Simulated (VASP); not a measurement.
InSe, 4 atoms in the cell. Symmetry: R3m, No. 160, trigonal system. The conventional cell has a = 3.973 Å, b = 3.973 Å, c = 25.150 Å, α = 90.00°, β = 90.00°, γ = 120.00°. In (site symmetry 3m) has 3 Se at 2.62 Å and 1 In at 2.80 Å within 3.5 Å. In (site symmetry 3m) has 3 Se at 2.62 Å and 1 In at 2.80 Å within 3.5 Å. Within 3.5 Å of Se (site symmetry 3m) lie 3 In at 2.62 Å. Within 3.5 Å of Se (site symmetry 3m) lie 3 In at 2.62 Å. 

```yaml
Program: VASP 6.6.1
Task: single point
Functional: BLYP
Potentials_or_basis: VASP PAW PBE potentials, release 64 (In_d, Se)
Cutoff: 520 eV
k_mesh: 8 × 8 × 8
Occupations: fermi-dirac, width 0.05 eV
Spin: no spin polarisation
Dipole_correction: no
Further_INCAR_settings: ALGO = Normal; EDIFF = 1e-07; NBANDS = 27
```

Potentials or basis: VASP PAW PBE potentials, release 64 (In_d, Se).

Command:

```sh
$ cat potpaw_PBE.64/In_d/POTCAR potpaw_PBE.64/Se/POTCAR > POTCAR
$ mpirun -np 1 vasp_std > vasp.out
```

Hardware: 1 thread of Intel(R) Xeon(R) 6975P-C (Granite Rapids), on a shared host.

Problem. Estimate the wall time of this run.

Solution. Wall time 15 min on 1 thread of Intel(R) Xeon(R) 6975P-C (Granite Rapids) (shared host), peak memory 0.73 GiB. Counts: scf iterations 14, k points 65.
